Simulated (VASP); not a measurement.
The system is MnS.

```
Mn S
1.0
     0.00000    2.82369    2.82369
     2.82369    0.00000    2.82369
     2.82369    2.82369    0.00000
Mn S
1 1
Direct
  0.00000 0.00000 0.00000
  0.25000 0.25000 0.25000
```

Base run:

- Program: VASP 6.6.1
- Functional: r2SCAN
- Potentials or basis: VASP PAW PBE potentials, release 64 (Mn_pv, S)
- Cutoff: 550 eV
- k mesh: 10 × 10 × 10
- Occupations: gaussian, width 0.05 eV
- Spin: collinear spin, ferromagnetic start
- Starting moments: [4.76, 0.0] μB

Its results: band gap on the k mesh 0.73 eV (least direct gap 1.23 eV); pressure 0.0 GPa.

Task: The run is repeated on the same cell with these changes: spin from collinear spin, ferromagnetic start to no spin polarisation; further incar settings from ALGO = Normal; EDIFF = 1e-06; NBANDS = 20 to ALGO = Normal; EDIFF = 1e-06; NBANDS = 16. What comes out?

Result: Band gap on the k mesh zero (an odd number of electrons rules out a gap without spin polarisation); pressure -21.7 GPa.

Caveats: the PAW data sets were made with another functional, which shifts forces and pressure a little; a cell with one magnetic atom can't hold antiferromagnetic order, which such compounds often take (at least some runs); the cell stands under tension (at least some runs); an odd number of electrons without spin polarisation forces a metal (at least some runs); a magnetic or distorted state may lie lower (at least some runs); semilocal functionals often make such compounds metallic where correlation or magnetic order opens a gap, which also shifts bond lengths (at least some runs).

A k mesh can miss the band edges.
